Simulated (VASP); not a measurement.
**WS2: single point with PBE+D3(BJ)**

WS2, a slab with vacuum:

```
S W
1.0
     3.15720    0.00000    0.00000
    -1.57860    2.73421    0.00000
     0.00000    0.00000   32.29109
S W
2 1
Direct
  0.33333 0.66667 0.45129
  0.33333 0.66667 0.54871
  0.66667 0.33333 0.50002
```

```yaml
Program: VASP 6.6.1
Task: single point
Functional: PBE
Dispersion: D3(BJ)
Potentials_or_basis: VASP PAW PBE potentials, release 64 (S, W_sv)
Cutoff: 520 eV
k_mesh: 12 × 12 × 1
Occupations: gaussian, width 0.02 eV
Spin: no spin polarisation
```

```
Largest force              : 0.095 eV/Å
Band gap on the k mesh     : 1.92 eV, direct
Dispersion energy per atom : -0.311 eV
```

Forces on the atoms (eV/Å):
```
S    0.000  0.000 -0.076
S    0.000  0.000  0.095
W    0.000  0.000 -0.020
```

Levels at points of the mesh, in eV from the valence-band top:
```tsv
k point	band 11	band 12	band 13	band 14	band 15	band 16
(0.00, 0.00, 0.00)	-1.58	-1.58	-0.13	2.95	2.95	3.09
(0.50, 0.00, 0.00)	-2.21	-1.22	-0.96	2.96	3.38	4.08
```

Run time: 3.2 min on 1 thread of Intel(R) Xeon(R) Platinum 8488C (Sapphire Rapids), on a shared host, peak memory 0.41 GiB.

Caveat: spin-orbit coupling is left out, which moves the levels of the heavy elements.
